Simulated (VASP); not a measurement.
Here is a VASP 6.6.1 calculation.

The input INCAR:

```
SYSTEM = Si
PREC = Accurate
ENCUT = 520
EDIFF = 1E-6
ISMEAR = -1
SIGMA = 0.05
LREAL = .FALSE.
LASPH = .TRUE.
NELM = 60
ALGO = Normal
ISIF = 2
LWAVE = .FALSE.
LCHARG = .FALSE.
NBANDS = 11
```

Contents of KPOINTS:

```
regular mesh
0
G
  7 7 7
  0 0 0
```

Contents of POSCAR:

```
Si
1.0
    3.8199567103      0.0000000000      0.0000000000
    1.9099783551      3.3081795524      0.0000000000
    1.9099783551      1.1027265175      3.1189815932
Si
2
Direct
    0.7500000000      0.7500000000      0.7500000000
    0.5000000000      0.5000000000      0.5000000000
```

Potentials or basis: VASP PAW LDA potentials, release 64 (Si).

The run is started by

```sh
$ cat potpaw_LDA.64/Si/POTCAR > POTCAR
$ mpirun -np 1 vasp_std > vasp.out
```

Task: Predict the band gap on the k mesh.

Result: 0.44 eV, indirect (least direct gap 2.53 eV).

Task: Estimate the pressure.

Result: 0.1 GPa.

A k mesh can miss the band edges.
